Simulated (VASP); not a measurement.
# Lu (Fm-3m) in VASP: a series of runs

Runs on Lu. Level: PBE. Tasks: single point, relaxation of cell and atoms.

Everything below comes from runs of VASP 6.6.1. Logs are shortened: lines on timing, memory, paths and dates and some standing lists are left out, and cuts for length are marked.

## 1. The cell of the first run

It takes space group Fm-3m (No. 225, cubic). Conventional cell: a = 4.872 Å, b = 4.872 Å, c = 4.872 Å, α = 90.00°, β = 90.00°, γ = 90.00°. Lu (site symmetry m-3m) has 12 Lu at 3.44 Å within 4.5 Å.

The cell was generated, and may not be a known phase.

## 2. Single point, PBE

INCAR

```
SYSTEM = Lu
PREC = Accurate
ENCUT = 520
EDIFF = 1E-6
ISMEAR = 0
SIGMA = 0.1
LREAL = .FALSE.
LASPH = .TRUE.
NELM = 100
ALGO = Normal
ISIF = 2
LWAVE = .FALSE.
LCHARG = .FALSE.
GGA = PE
NBANDS = 18
```

KPOINTS

```
regular mesh
0
G
  6 6 6
  0 0 0
```

POSCAR

```
Lu
1.0
    0.0000000000      2.4359809000      2.4359809000
    2.4359809000      0.0000000000      2.4359809000
    2.4359809000      2.4359809000      0.0000000000
Lu
1
Direct
    0.0000000000      0.0000000000      0.0000000000
```

Potentials or basis: VASP PAW PBE potentials, release 64 (Lu).

On the command line:

```
$ cat potpaw_PBE.64/Lu/POTCAR > POTCAR
$ mpirun -np 1 vasp_std > vasp.out
```

OUTCAR:

```text
SYSTEM = Lu
   PREC = Accurate
   ENCUT = 520
   EDIFF = 1E-6
   ISMEAR = 0
   LREAL = .FALSE.
   LASPH = .TRUE.
   NELM = 100
   ISIF = 2
   GGA = PE

 ion  position               nearest neighbor table
   1  0.000  0.000  0.000-

  LATTYP: Found a face centered cubic cell.
 ALAT       =     4.8719618000

  Lattice vectors:

 A1 = (   0.0000000000,   2.4359809000,   2.4359809000)
 A2 = (   2.4359809000,   0.0000000000,   2.4359809000)
 A3 = (   2.4359809000,   2.4359809000,   0.0000000000)

Analysis of symmetry for initial positions (statically):
=====================================================================
 Subroutine PRICEL returns:
 Original cell was already a primitive cell.

 Routine SETGRP: Setting up the symmetry group for a
 face centered cubic supercell.

 Subroutine GETGRP returns: Found 48 space group operations
 (whereof 48 operations were pure point group operations)
 out of a pool of 48 trial point group operations.

The static configuration has the point symmetry O_h .

Analysis of symmetry for dynamics (positions and initial velocities):
=====================================================================
 Subroutine PRICEL returns:
 Original cell was already a primitive cell.

 Routine SETGRP: Setting up the symmetry group for a
 face centered cubic supercell.

 Subroutine GETGRP returns: Found 48 space group operations
 (whereof 48 operations were pure point group operations)
 out of a pool of 48 trial point group operations.

The dynamic configuration has the point symmetry O_h .

 Subroutine INISYM returns: Found 48 space group operations
 (whereof 48 operations are pure point group operations),
 and found     1 'primitive' translations

----------------------------------------------------------------------------------------

                                     Primitive cell

  volume of cell :      28.9102

  direct lattice vectors                    reciprocal lattice vectors
     0.000000000  2.435980900  2.435980900    -0.205256125  0.205256125  0.205256125
     2.435980900  0.000000000  2.435980900     0.205256125 -0.205256125  0.205256125
     2.435980900  2.435980900  0.000000000     0.205256125  0.205256125 -0.205256125

  length of vectors
     3.444997226  3.444997226  3.444997226     0.355514037  0.355514037  0.355514037

  position of ions in fractional coordinates (direct lattice)
     0.000000000  0.000000000  0.000000000

  ion indices of the primitive-cell ions
   primitive index   ion index
                 1           1

----------------------------------------------------------------------------------------

 KPOINTS: regular mesh

Automatic generation of k-mesh.
 Grid dimensions read from file:
 generate k-points for:    6    6    6

 Generating k-lattice:

  Cartesian coordinates                     Fractional coordinates (reciprocal lattice)
    -0.034209354  0.034209354  0.034209354     0.166666667  0.000000000  0.000000000
     0.034209354 -0.034209354  0.034209354     0.000000000  0.166666667  0.000000000
     0.034209354  0.034209354 -0.034209354     0.000000000  0.000000000  0.166666667

  Length of vectors
     0.059252339  0.059252339  0.059252339

  Shift w.r.t. Gamma in fractional coordinates (k-lattice)
     0.000000000  0.000000000  0.000000000

 Subroutine IBZKPT returns following result:
 ===========================================

 Found     16 irreducible k-points:

 Following reciprocal coordinates:
            Coordinates               Weight
  0.000000  0.000000  0.000000      1.000000
  0.166667  0.000000  0.000000      8.000000
  0.333333  0.000000  0.000000      8.000000
  0.500000  0.000000  0.000000      4.000000
  0.166667  0.166667  0.000000      6.000000
  0.333333  0.166667  0.000000     24.000000
[... 8 lines left out ...]
 -0.333333  0.333333  0.166667     24.000000
 -0.333333  0.500000  0.166667     12.000000
   k-points           NKPTS =     16   k-points in BZ     NKDIM =     16   number of bands    NBANDS=     18
   number of dos      NEDOS =    301   number of ions     NIONS =      1
   total plane-waves  NPLWV =  21952
   dimension x,y,z NGX =    28 NGY =   28 NGZ =   28
   dimension x,y,z NGXF=    56 NGYF=   56 NGZF=   56
   ions per type =               1
   NGX,Y,Z   is equivalent  to a cutoff of  13.51, 13.51, 13.51 a.u.
   NGXF,Y,Z  is equivalent  to a cutoff of  27.02, 27.02, 27.02 a.u.
 SYSTEM =  Lu
   PREC   = accura    normal or accurate (medium, high low for compatibility)
   ISTART =      0    job   : 0-new  1-cont  2-samecut
   ICHARG =      2    charge: 1-file 2-atom 10-const
   ISPIN  =      1    spin polarized calculation?
   LNONCOLLINEAR =      F non collinear calculations
   LSORBIT =      F    spin-orbit coupling
   LASPH  =      T    aspherical Exc in radial PAW
   ENCUT  =  520.0 eV  38.22 Ry    6.18 a.u.   6.41  6.41  6.41*2*pi/ulx,y,z
   NELM   =    100;   NELMIN=  2; NELMDL= -5     # of ELM steps
   EDIFF  = 0.1E-05   stopping-criterion for ELM
   LREAL  =      F    real-space projection
   EDIFFG = 0.1E-04   stopping-criterion for IOM
   NSW    =      0    number of steps for IOM
   IBRION =     -1    ionic relax: 0-MD 1-quasi-New 2-CG
   NFREE  =      0    steps in history (QN), initial steepest desc. (CG)
   ISIF   =      2    stress and relaxation
   ISYM   =      2    0-nonsym 1-usesym 2-fastsym
   POTIM  = 0.5000    time-step for ionic-motion
   TEBEG  =    0.0;   TEEND  =   0.0 temperature during run
   PSTRESS=    0.0 pullay stress
   NELECT =      25.0000    total number of electrons
   NUPDOWN=      -1.0000    fix difference up-down
   EMIN   =  10.00;   EMAX   =-10.00  energy-range for DOS
   EFERMI =   0.00;   METHOD = LEGACY
   ISMEAR =     0;   SIGMA  =   0.10  broadening in eV -4-tet -1-fermi 0-gaus
   EFERMI_NEDOS =   21; number of points for ismear=-14 and -15
   IALGO  =     38    algorithm
   IMIX   =      4    mixing-type and parameters
     AMIX     =   0.40;   BMIX     =  1.00
     AMIX_MAG =   1.60;   BMIX_MAG =  1.00
  volume/ion in A,a.u.               =      28.91       195.10
  Fermi-wavevector in a.u.,A,eV,Ry     =   1.559688  2.947382 33.097879  2.432625
  Thomas-Fermi vector in A             =   2.663009
   LORBIT       =      0    0 simple, 1 ext, 2 COOP (PROOUT), +10 PAW based schemes
   GGA     = PE    functional components
   LHFCALC =     F    Hartree Fock is set to
   AEXX    =    0.0000 exact exchange contribution
   IVDW    =     0    specifies the selected vdW correction
   LEPSILON=     F    determine dielectric tensor
   LRPA    =     F    only Hartree local field effects (RPA)
 non-spin polarized calculation
 Gauss-broadening in eV      SIGMA  =   0.10
  energy-cutoff  :      520.00
  volume of cell :       28.91
 maximum number of plane-waves:       791
 NGX is ok and might be reduce to    28

 number of electron      25.0000004 magnetization

 Free energy of the ion-electron system (eV)
  ---------------------------------------------------
  ext. energy  EPLUGINS =         0.00000000
  ---------------------------------------------------
  free energy    TOTEN  =        -4.49745689 eV

  energy without entropy =       -4.48894016  energy(sigma->0) =       -4.49319852

 E-fermi :   2.3059     XC(G=0): -10.7007

 val. band max:        2.2273179793   @ k =   0.5000   0.1667   0.0000
 cond. band min:       2.3520213191   @ k =   0.5000   0.3333   0.1667
 fundamental gap:      0.1247033399
 Fermi energy:         2.3058777932

 k-point     1 :       0.0000    0.0000    0.0000
  band No.  band energies     occupation
      1     -53.9206      2.00000
      2     -24.3392      2.00000
      3     -24.3392      2.00000
      4     -24.3392      2.00000
      5      -3.7905      2.00000
      6      -2.7279      2.00000
[... 10 lines left out ...]
     17       6.9507      0.00000
     18      12.5940      0.00000

 k-point     2 :       0.1667    0.0000    0.0000
  band No.  band energies     occupation
      1     -53.9130      2.00000
      2     -24.4708      2.00000
      3     -24.3565      2.00000
      4     -24.3565      2.00000
      5      -3.0444      2.00000
      6      -2.7140      2.00000
[... 10 lines left out ...]
     17       6.6965      0.00000
     18      13.4272      0.00000

 k-point     3 :       0.3333    0.0000    0.0000
  band No.  band energies     occupation
      1     -53.8978      2.00000
      2     -24.7237      2.00000
      3     -24.3908      2.00000
      4     -24.3907      2.00000
      5      -2.7076      2.00000
      6      -2.6649      2.00000
[... 10 lines left out ...]
     17       7.5943      0.00000
     18      11.4488      0.00000

 k-point     4 :       0.5000    0.0000    0.0000
  band No.  band energies     occupation
      1     -53.8902      2.00000
      2     -24.8456      2.00000
      3     -24.4078      2.00000
      4     -24.4078      2.00000
      5      -2.7131      2.00000
      6      -2.6807      2.00000
[... 10 lines left out ...]
     17       8.7230      0.00000
     18      10.4712      0.00000

 k-point     5 :       0.1667    0.1667    0.0000
  band No.  band energies     occupation
      1     -53.9105      2.00000
      2     -24.4669      2.00000
      3     -24.3856      2.00000
      4     -24.3856      2.00000
      5      -2.7982      2.00000
      6      -2.7072      2.00000
[... 10 lines left out ...]
     17       7.3360      0.00000
     18      14.7623      0.00000

 k-point     6 :       0.3333    0.1667    0.0000
  band No.  band energies     occupation
      1     -53.8978      2.00000
      2     -24.6522      2.00000
      3     -24.4276      2.00000
      4     -24.4257      2.00000
      5      -2.6900      2.00000
      6      -2.6684      2.00000
[... 139 lines left out ...]
 k-point    13 :       0.5000    0.5000    0.0000
  band No.  band energies     occupation
      1     -53.8802      2.00000
      2     -24.8149      2.00000
      3     -24.5227      2.00000
      4     -24.5227      2.00000
      5      -2.6761      2.00000
      6      -2.6636      2.00000
[... 10 lines left out ...]
     17       9.2446      0.00000
     18      10.6914      0.00000

 k-point    14 :       0.5000    0.3333    0.1667
  band No.  band energies     occupation
      1     -53.8877      2.00000
      2     -24.7179      2.00000
      3     -24.5450      2.00000
      4     -24.4519      2.00000
      5      -2.6821      2.00000
      6      -2.6677      2.00000
[... 10 lines left out ...]
     17       9.2982      0.00000
     18      11.3082      0.00000

 k-point    15 :      -0.3333    0.3333    0.1667
  band No.  band energies     occupation
      1     -53.8826      2.00000
      2     -24.7324      2.00000
      3     -24.6063      2.00000
      4     -24.4805      2.00000
      5      -2.6862      2.00000
      6      -2.6751      2.00000
[... 10 lines left out ...]
     17       9.6937      0.00000
     18      10.0373      0.00000

 k-point    16 :      -0.3333    0.5000    0.1667
  band No.  band energies     occupation
      1     -53.8801      2.00000
      2     -24.7433      2.00000
      3     -24.5972      2.00000
      4     -24.5271      2.00000
      5      -2.6732      2.00000
      6      -2.6730      2.00000
[... 10 lines left out ...]
     17      10.0742      0.00000
     18      10.1392      0.00000

------------------------ aborting loop because EDIFF is reached ----------------------------------------

  FORCE on cell =-STRESS in cart. coord.  units (eV):
  Direction    XX          YY          ZZ          XY          YZ          ZX
  --------------------------------------------------------------------------------------
  -------------------------------------------------------------------------------------
  Total        0.0884467      0.0884467      0.0884467     -0.0000000     -0.0000000     -0.0000000
  in kB        4.9016303      4.9016303      4.9016303     -0.0000000     -0.0000000     -0.0000000
  external PRESSURE =       4.9016303 kB  Pullay stress =       0.0000000 kB

 VOLUME and BASIS-vectors are now :
 -----------------------------------------------------------------------------
  energy-cutoff  :      520.00
  volume of cell :       28.91
      direct lattice vectors                 reciprocal lattice vectors
     0.000000000  2.435980900  2.435980900    -0.205256125  0.205256125  0.205256125
     2.435980900  0.000000000  2.435980900     0.205256125 -0.205256125  0.205256125
     2.435980900  2.435980900  0.000000000     0.205256125  0.205256125 -0.205256125

 POSITION                                       TOTAL-FORCE (eV/Angst)
 -----------------------------------------------------------------------------------
      0.00000      0.00000      0.00000         0.000000     -0.000000     -0.000000
 -----------------------------------------------------------------------------------
    total drift:                               -0.000000     -0.000000     -0.000000

  FREE ENERGIE OF THE ION-ELECTRON SYSTEM (eV)
  ---------------------------------------------------
  free  energy   TOTEN  =        -4.4974568869 eV

  energy  without entropy=       -4.4889401598  energy(sigma->0) =       -4.49319852
```

It took 10 s on 1 thread of Oxide Virtual Turin-like, shared host; peak memory 0.13 GiB.

Results:

```
Free energy            : -4.4975 eV
Pressure               : 0.5 GPa
Band gap on the k mesh : zero (an odd number of electrons rules out a gap without spin polarisation)
```

Levels at points of the mesh, in eV from the Fermi level:
| k point | band 9 | band 10 | band 11 | band 12 | band 13 | band 14 | band 15 | band 16 |
| --- | --- | --- | --- | --- | --- | --- | --- | --- |
| (0.00, 0.00, 0.00) | -4.98 | -4.90 | -4.90 | -4.90 | 2.25 | 2.25 | 2.25 | 4.64 |
| (0.50, 0.00, 0.00) | -4.92 | -4.92 | -4.90 | -2.61 | 0.33 | 2.03 | 2.03 | 6.42 |
| (0.50, 0.50, 0.00) | -4.93 | -4.93 | -4.93 | -2.04 | -0.84 | 1.93 | 6.44 | 6.94 |

Caveat: the k points lie up to 0.37 Å⁻¹ apart, too coarse for converged energies and pressures of a metal; spin-orbit coupling is left out, which moves the levels of the heavy elements.

## 3. Single point, PBE

INCAR

```
ALGO     = Fast           # electronic algorithm
EDIFF    = 1E-6           # SCF threshold, eV
ENCUT    = 520            # plane-wave cutoff, eV
GGA      = PE             # functional
ISIF     = 2              # what is computed and relaxed
ISMEAR   = 0              # smearing method
LASPH    = T              # aspherical terms in the spheres
LCHARG   = T              # write CHGCAR
LELF     = T              # ELF
LREAL    = F              # projectors in reciprocal space
LVHAR    = T            
LWAVE    = F              # write WAVECAR
NBANDS   = 18             # bands
NELM     = 80             # most SCF steps
PREC     = Accurate       # precision mode
SIGMA    = 0.1            # smearing width, eV
```

KPOINTS

```
k-points
0
Gamma
  20 20 20
```

POSCAR is that of step 2.

Potentials or basis: VASP PAW PBE potentials, release 64 (Lu).

On the command line:

```
$ cat potpaw_PBE.64/Lu/POTCAR > POTCAR
$ mpirun -np 1 vasp_std > vasp.out
```

It took 6.2 min on 1 thread of Oxide Virtual Turin-like, shared host; peak memory 0.24 GiB.

The run converged. Its results:

| Quantity | Value |
| --- | --- |
| Free energy | -4.4825 eV |
| Pressure | 0.1 GPa |
| Band gap on the k mesh | zero (an odd number of electrons rules out a gap without spin polarisation) |

Levels at points of the mesh, in eV from the Fermi level:
| k point | band 9 | band 10 | band 11 | band 12 | band 13 | band 14 | band 15 | band 16 |
| --- | --- | --- | --- | --- | --- | --- | --- | --- |
| (0.00, 0.00, 0.00) | -4.97 | -4.89 | -4.89 | -4.89 | 2.25 | 2.25 | 2.25 | 4.65 |
| (0.50, 0.00, 0.00) | -4.91 | -4.91 | -4.89 | -2.60 | 0.33 | 2.04 | 2.04 | 6.43 |
| (0.50, 0.50, 0.00) | -4.92 | -4.92 | -4.92 | -2.04 | -0.83 | 1.94 | 6.45 | 6.95 |

Caveat: spin-orbit coupling is left out, which moves the levels of the heavy elements.

## 4. Single point, PBE

This run uses another cell than the first one: it holds 4 atoms, not 1.

INCAR

```
  PREC = Accurate
  ENCUT = 520
  EDIFF = 1E-6
  ISMEAR = 0
  SIGMA = 0.2
  LREAL = False
  LASPH = True
  NELM = 60
  ALGO = Fast
  ISIF = 2
  LWAVE = False
  LCHARG = True
  GGA = PE
  LELF = True
  LVHAR = True
  NBANDS = 58
```

KPOINTS

```
regular mesh
0
Gamma
  6 4 4
```

POSCAR

```
Lu
1.0
    0.0000000000      2.4359809000      2.4359809000
    4.8719618000      2.4359809000     -2.4359809000
   -4.8719618000      2.4359809000     -2.4359809000
Lu
4
Direct
    0.0000000000      0.0000000000      0.0000000000
    0.5000000000      0.5000000000      1.0000000000
    0.5000000000      0.0000000000      0.5000000000
    0.0000000000      0.5000000000      0.5000000000
```

On the command line:

```
$ cat potpaw_PBE.64/Lu/POTCAR > POTCAR
$ mpirun -np 1 vasp_std > vasp.out
```

Wall time 13 min (1 thread of Oxide Virtual Turin-like, shared host); peak memory 0.3 GiB.

Results (log left out):

- Free energy: -17.9984 eV
- Pressure: -0.2 GPa
- Band gap on the k mesh: zero (bands 50 and 51 overlap by 0.91 eV)

Levels at points of the mesh, in eV from the Fermi level:
```tsv
k point	band 48	band 49	band 50	band 51	band 52	band 53
(0.00, 0.00, 0.00)	-2.05	-0.84	0.32	0.32	1.93	2.03
(0.50, 0.00, 0.00)	-0.81	0.27	0.27	0.27	0.27	0.41
(0.00, 0.50, 0.00)	-1.72	-0.33	-0.33	0.91	0.91	0.99
(0.50, 0.50, 0.00)	-1.72	-0.33	-0.33	-0.33	-0.33	0.99
(0.00, 0.50, 0.50)	-2.39	0.39	0.39	0.41	0.41	0.82
(0.50, 0.50, 0.50)	-2.05	-0.84	-0.84	0.32	0.32	1.93
```

Caveat: spin-orbit coupling is left out, which moves the levels of the heavy elements.

## 5. Relaxation of cell and atoms, PBE

INCAR

```
SYSTEM = Lu
  PREC = Accurate
  ENCUT = 600
  EDIFF = 1E-7
  ISMEAR = 0
  SIGMA = 0.1
  LREAL = .False.
  LASPH = .True.
  NELM = 100
  ALGO = Fast
  ISIF = 3
  LWAVE = .False.
  LCHARG = .False.
  GGA = PE
  IBRION = 2
  NSW = 100
  EDIFFG = -0.01
```

KPOINTS

```
regular mesh
0
Gamma
  20 20 20
  0 0 0
```

POSCAR

```
Lu
1.0
    0.0000000000      2.4359809000      2.4359809000
    2.4359809000      0.0000000000      2.4359809000
    2.4359809000      2.4359809000      0.0000000000
Lu
1
Direct
    0.0000000000      0.0000000000      0.0000000000
```

On the command line:

```
$ cat potpaw_PBE.64/Lu/POTCAR > POTCAR
$ mpirun -np 1 vasp_std > vasp.out
```

Run time: 9.6 min. Hardware: 1 thread of Oxide Virtual Turin-like, shared host; peak memory 0.26 GiB.

It converged, with:

```
Free energy                           : -4.4828 eV
Relaxed volume                        : 29.13 Å³/atom
Relaxed cell                          : a = 3.454 Å, b = 3.454 Å, c = 3.454 Å, α = 60.00°, β = 60.00°, γ = 60.00°
Space group after relaxing (to 0.1 Å) : Fm-3m (No. 225)
Energy gained by relaxing             : 0.1 meV/atom
Ionic steps                           : 2
Pressure after relaxing               : 0.0 GPa
Band gap on the k mesh                : zero (an odd number of electrons rules out a gap without spin polarisation)
```

Final structure:
```yaml
crystal:
  lattice:
    - [0.00000, 2.44203, 2.44203]
    - [2.44203, 0.00000, 2.44203]
    - [2.44203, 2.44203, 0.00000]
  atoms:
    - { symbol: Lu, position: [0.00000, 0.00000, 0.00000] }
```

Levels at points of the mesh, in eV from the Fermi level:
| k point | band 8 | band 9 | band 10 | band 11 | band 12 | band 13 | band 14 | band 15 | band 16 |
| --- | --- | --- | --- | --- | --- | --- | --- | --- | --- |
| (0.00, 0.00, 0.00) | -4.98 | -4.98 | -4.91 | -4.91 | -4.91 | 2.25 | 2.25 | 2.25 | 4.62 |
| (0.50, 0.00, 0.00) | -4.94 | -4.92 | -4.92 | -4.90 | -2.59 | 0.31 | 2.03 | 2.03 | 6.38 |
| (0.50, 0.50, 0.00) | -4.96 | -4.94 | -4.94 | -4.93 | -2.02 | -0.81 | 1.90 | 6.40 | 6.90 |

Caveat: spin-orbit coupling is left out, which moves the levels of the heavy elements.

## 6. Overview

| task | cell | k mesh | cutoff (eV) | smearing | gap on the mesh (eV) | pressure (GPa) |
| --- | --- | --- | --- | --- | --- | --- |
| single point | a = 3.445 Å, angles 60.0°, 1 atom, atomic positions A | 6 × 6 × 6 | 520 | gaussian 0.1 eV | none | 0.5 |
| single point | a = 3.445 Å, angles 60.0°, 1 atom, atomic positions A | 20 × 20 × 20 | 520 | gaussian 0.1 eV | none | 0.1 |
| single point | a = 3.445, b = 5.967, c = 5.967 Å, angles 109.5, 90.0, 90.0°, 4 atoms, atomic positions B | 6 × 4 × 4 | 520 | gaussian 0.2 eV | none | -0.2 |
| relaxation of cell and atoms | relaxed from a = 3.445 Å, angles 60.0°, 1 atom, atomic positions A | 20 × 20 × 20 | 600 | gaussian 0.1 eV | none | 0.0 |

Alike in all rows: level PBE; potentials or basis VASP PAW PBE potentials, release 64 (Lu); no spin polarisation.

Caveats: some runs use coarse meshes; spin-orbit coupling is left out, which moves the levels of the heavy elements.

Total energies depend on the potentials used, so only differences within one code and one set of settings carry meaning.

The gap in the log of VASP goes by the Fermi energy; the results here count the filled bands.